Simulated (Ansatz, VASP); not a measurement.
**One calculation of Zr, two programs**

```
Zr
1.0
    -1.77305    1.77305    1.77305
     1.77305   -1.77305    1.77305
     1.77305    1.77305   -1.77305
Zr
1
Cartesian
  0.0000 0.0000 0.0000
```

Change from the starting cell: volume scaled by 0.94, crystal datasets.

Alike in both runs: task electric field gradients; functional PBE; k mesh 14 × 14 × 14; occupations fermi-dirac, width 0.08 eV; no spin polarisation.

```csv
,VASP,Ansatz
version,VASP 6.6.1,Ansatz 0.2.0
potentials or method,"VASP PAW PBE potentials, release 64 (Zr_sv), cutoff 520 eV","all-electron PAW with datasets made for the crystal, scalar-relativistic"
```

|  | VASP | Ansatz | Ansatz less VASP |
| --- | --- | --- | --- |
| pressure (GPa) | 2.3 | 2.3 | -0.01 |

Ansatz ran all-electron here, and VASP with PAW potentials.
